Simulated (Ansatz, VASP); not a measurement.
## One calculation of NaS3, two programs

File INCAR:

```
  PREC = Accurate
  ENCUT = 600
  EDIFF = 1E-7
  ISMEAR = 0
  SIGMA = 0.1
  LREAL = False
  LASPH = True
  NELM = 100
  ALGO = Normal
  ISIF = 3
  LWAVE = False
  LCHARG = False
  GGA = PE
  IBRION = 2
  NSW = 100
  EDIFFG = -0.01
```

Contents of KPOINTS:

```
regular mesh
0
Gamma
  12 12 10
```

The input POSCAR:

```
NaS3
1.0
    5.2160514879      0.0000000000      0.0000000000
   -2.6080257439      4.5172330960      0.0000000000
    0.0000000000      0.0000000000      4.8280456918
Na S
1 3
Direct
    0.0000000000      0.0000000000      0.5000000000
    0.5000000000      0.0000000000      0.5000000000
    0.0000000000      0.5000000000      0.5000000000
    0.5000000000      0.5000000000      0.5000000000
```

Input for Ansatz:

```yaml
crystal:
  lattice:
    - [5.2160514879, 0.0, 0.0]
    - [-2.6080257439, 4.517233096, 0.0]
    - [0.0, 0.0, 4.8280456918]
  atoms:
    - { symbol: Na, position: [0.0, 0.0, 0.5] }
    - { symbol: S, position: [0.5, 0.0, 0.5] }
    - { symbol: S, position: [0.0, 0.5, 0.5] }
    - { symbol: S, position: [0.5, 0.5, 0.5] }
basis:
  ecutwfc: 420
kpoints:
  mp_grid: { grid: [12, 12, 10] }
hamiltonian:
  xc: pbe
scf:
  occupations: { method: gaussian, width: 0.1 }
output:
  forces: true
  stress: true
  eigenvalues: true
  write_density: true
  write_potential: true
  elf: true
  volumetric_format: npy
relax:
  adjacent_minimum: "off"
  f_tol: 0.01
  max_steps: 80
  cell: { stress_tol: 0.05 }
```

Alike in both runs: task relaxation of cell and atoms; functional PBE; k mesh 12 × 12 × 10; occupations gaussian, width 0.1 eV; no spin polarisation.

|  | VASP | Ansatz |
| --- | --- | --- |
| version | VASP 6.6.1 | Ansatz 0.2.0 |
| potentials or method | VASP PAW PBE potentials, release 64 (Na_pv, S), cutoff 600 eV | scalar-relativistic, plane waves, PAW |
| valence electrons in the cell | 25 | 27 |

|  | VASP | Ansatz | Ansatz less VASP |
| --- | --- | --- | --- |
| gap on the k mesh at the Fermi level, each at its own relaxed structure (eV) | none | none | - |
| relaxed volume (Å³/atom) | 21.61 | 21.56 | -0.051 |
| relaxed cell length with the largest relative difference (Å) | 3.598 | 3.590 | -0.0081 |

A gap of «none» marks a metal or a gap that the smearing closes. VASP's potentials hold 25 valence electrons a cell and Ansatz's 27, so a difference there can come from the potentials and not from the codes.

Noted on VASP's run: the volume moved by over 15 % at a fixed basis, so the end points are rough.
